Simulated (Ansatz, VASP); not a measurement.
## Sc in VASP and in Ansatz

```
CELL_PARAMETERS angstrom
0.00000 1.80799 1.80799
1.80799 0.00000 1.80799
1.80799 1.80799 0.00000
ATOMIC_POSITIONS crystal
Sc 0.00000 0.00000 0.00000
```

Change from the starting cell: volume scaled by 0.5, PAW files.

Alike in both runs: task single point; functional PBEsol; k mesh 14 × 14 × 14; occupations fermi-dirac, width 0.08 eV; no spin polarisation.

|  | VASP | Ansatz |
| --- | --- | --- |
| version | VASP 6.6.1 | Ansatz 0.2.0 |
| potentials or method | VASP PAW PBE potentials, release 64 (Sc_sv) | PAW with Ansatz's default frozen-core files, scalar-relativistic |
| plane-wave cutoff (eV) | 520 | 420 |
| valence electrons in the cell | 11 | 11 |

Ansatz gave:

| Property | Result |
| --- | --- |
| pressure (GPa) | 100.3 |

Q: Estimate VASP's values.

A: Pressure (GPa): 101.8.

VASP's potentials were made for PBE, not for PBEsol. Both programs put the cell under a high pressure, so it lies far from rest at this level.

Noted on VASP's run: the cell as given lies far from equilibrium.
